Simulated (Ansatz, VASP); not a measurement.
# BaZrO3 in VASP and in Ansatz

The input POSCAR:

```
BaZrO3
1.0
    4.2468140703      0.0000000000      0.0000000000
    0.0000000000      4.2468140703      0.0000000000
    0.0000000000      0.0000000000      4.2468140703
Ba Zr O
1 1 3
Direct
    0.0000000000      0.0000000000      0.0000000000
    0.5000000000      0.5000000000      0.5000000000
    0.0000000000      0.5000000000      0.5000000000
    0.5000000000      0.0000000000      0.5000000000
    0.5000000000      0.5000000000      0.0000000000
```

The input INCAR.step1:

```
SYSTEM = BaZrO3
PREC = Accurate
ENCUT = 520
ISMEAR = 0
SIGMA = 0.02
LREAL = .FALSE.
LASPH = .TRUE.
NELM = 100
NBANDS = 28
GGA = PE
ALGO = Normal
EDIFF = 1E-4
LWAVE = .TRUE.
LCHARG = .FALSE.
```

File INCAR.step2:

```
SYSTEM = BaZrO3
PREC = Accurate
ENCUT = 520
EDIFF = 1E-6
ISMEAR = 0
SIGMA = 0.02
LREAL = .FALSE.
LASPH = .TRUE.
NELM = 100
ALGO = Normal
ISIF = 2
LWAVE = .FALSE.
LCHARG = .FALSE.
METAGGA = R2SCAN
LMIXTAU = .TRUE.
NBANDS = 28
ISTART = 1
```

File KPOINTS:

```
Automatic mesh
0
G
  6 6 6
  0 0 0
```

Input for Ansatz:

```yaml
crystal:
  lattice:
    - [4.2468140703, 0.0, 0.0]
    - [0.0, 4.2468140703, 0.0]
    - [0.0, 0.0, 4.2468140703]
  atoms:
    - { symbol: Ba, position: [0.0, 0.0, 0.0] }
    - { symbol: Zr, position: [0.5, 0.5, 0.5] }
    - { symbol: O, position: [0.0, 0.5, 0.5] }
    - { symbol: O, position: [0.5, 0.0, 0.5] }
    - { symbol: O, position: [0.5, 0.5, 0.0] }
basis:
  ecutwfc: 500
kpoints:
  mp_grid: { grid: [6, 6, 6] }
hamiltonian:
  xc: r2scan
scf:
  occupations: { method: gaussian, width: 0.02 }
output:
  forces: true
  stress: true
  eigenvalues: true
```

Alike in both runs: task single point; functional r2SCAN; k mesh 6 × 6 × 6; occupations gaussian, width 0.02 eV; no spin polarisation.

|  | VASP | Ansatz |
| --- | --- | --- |
| version | VASP 6.6.1 | Ansatz 0.2.0 |
| potentials or method | VASP PAW PBE potentials, release 64 (Ba_sv, Zr_sv, O), cutoff 520 eV | scalar-relativistic, plane waves, PAW |
| valence electrons in the cell | 40 | 40 |

```tsv
	VASP	Ansatz	Ansatz less VASP
gap on the k mesh at the Fermi level (eV)	3.60	3.65	+0.049
least direct gap on the mesh (eV)	3.89	3.91	+0.024
pressure (GPa)	-3.6	-4.5	-0.91
```

VASP's potentials were made for PBE, not for r2SCAN.

Neither program's run includes spin-orbit coupling.
